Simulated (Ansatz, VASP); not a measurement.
## One calculation of Si, two programs

```
Si
1.0
     0.00000    8.20514   -8.20514
     8.20514    8.20514    0.00000
     8.20514    0.00000   -8.20514
Si
54
Direct
  0.58333 0.25000 0.58333
  0.58333 0.58333 0.58333
  0.58333 0.91667 0.58333
  0.25000 0.25000 0.58333
  0.25000 0.58333 0.58333
  0.25000 0.91667 0.58333
  0.91667 0.25000 0.58333
  0.91667 0.58333 0.58333
  0.91667 0.91667 0.58333
  0.58333 0.25000 0.25000
  0.58333 0.58333 0.25000
  0.58333 0.91667 0.25000
  0.25000 0.25000 0.25000
  0.25000 0.58333 0.25000
  0.25000 0.91667 0.25000
  0.91667 0.25000 0.25000
  0.91667 0.58333 0.25000
  0.91667 0.91667 0.25000
  0.58333 0.25000 0.91667
  0.58333 0.58333 0.91667
  0.58333 0.91667 0.91667
  0.25000 0.25000 0.91667
  0.25000 0.58333 0.91667
  0.25000 0.91667 0.91667
  0.91667 0.25000 0.91667
  0.91667 0.58333 0.91667
  0.91667 0.91667 0.91667
  0.66667 0.33333 0.66667
  0.66667 0.66667 0.66667
  0.66667 0.00000 0.66667
  0.33333 0.33333 0.66667
  0.33333 0.66667 0.66667
  0.33333 0.00000 0.66667
  0.00000 0.33333 0.66667
  0.00000 0.66667 0.66667
  0.00000 0.00000 0.66667
  0.66667 0.33333 0.33333
  0.66667 0.66667 0.33333
  0.66667 0.00000 0.33333
  0.33333 0.33333 0.33333
  0.33333 0.66667 0.33333
  0.33333 0.00000 0.33333
  0.00000 0.33333 0.33333
  0.00000 0.66667 0.33333
  0.00000 0.00000 0.33333
  0.66667 0.33333 0.00000
  0.66667 0.66667 0.00000
  0.66667 0.00000 0.00000
  0.33333 0.33333 0.00000
  0.33333 0.66667 0.00000
  0.33333 0.00000 0.00000
  0.00000 0.33333 0.00000
  0.00000 0.66667 0.00000
  0.00000 0.00000 0.00000
```

Alike in both runs: task single point; functional PBE; k mesh 2 × 2 × 2; occupations gaussian, width 0.02 eV; no spin polarisation.

```csv
,VASP,Ansatz
version,VASP 6.6.1,Ansatz 0.2.0
potentials or method,"VASP PAW PBE potentials, release 64 (Si), cutoff 520 eV","scalar-relativistic, plane waves, PAW"
valence electrons in the cell,216,216
```

Ansatz gave:

- gap on the k mesh at the Fermi level (eV): 0.75
- least direct gap on the mesh (eV): 0.75
- pressure (GPa): 0.1

Task: Estimate VASP's values.

Result: gap on the k mesh at the Fermi level (eV): 0.75; least direct gap on the mesh (eV): 0.76; pressure (GPa): 0.0.
